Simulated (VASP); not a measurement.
Here is a VASP 6.6.1 calculation.

File INCAR:

```
SYSTEM = GaP
PREC = Accurate
ENCUT = 520
EDIFF = 1E-6
ISMEAR = 0
SIGMA = 0.05
LREAL = .FALSE.
LASPH = .TRUE.
NELM = 80
ALGO = Normal
ISIF = 2
LWAVE = .FALSE.
LCHARG = .FALSE.
GGA = CA
NBANDS = 26
```

Contents of KPOINTS:

```
Automatic mesh
0
G
  12 12 12
  0 0 0
```

The input POSCAR:

```
GaP
1.0
    2.0984563895      1.2115443614      6.6880425043
   -2.0984563895      1.2115443614      6.6880425043
    0.0000000000     -2.4230887228      6.6880425043
Ga P
2 2
Direct
    0.4353720000      0.4353720000      0.4353720000
    0.5646280000      0.5646280000      0.5646280000
    0.0573890000      0.0573890000      0.0573890000
    0.9426110000      0.9426110000      0.9426110000
```

Potentials or basis: VASP PAW LDA potentials, release 64 (Ga_d, P).

Launch:

```bash
$ cat potpaw_LDA.64/Ga_d/POTCAR potpaw_LDA.64/P/POTCAR > POTCAR
$ mpirun -np 1 vasp_std > vasp.out
```

Question: What does it give for the pressure?

Answer: -11.6 GPa.

Question: Estimate the largest force.

Answer: 0.208 eV/Å.

Question: Predict the band gap on the k mesh.

Answer: Zero (bands 18 and 19 overlap by 0.01 eV).

Forces on the atoms (eV/Å):
```
Ga   0.000  0.000 -0.208
Ga   0.000  0.000  0.208
P    0.000  0.000 -0.150
P    0.000  0.000  0.150
```

Caveat: the cell differs from its parent crystal (strain +0.080 along x and y, +0.040 along z); the cell stands under tension; semilocal functionals underestimate gaps, so a narrow gap can read as zero.
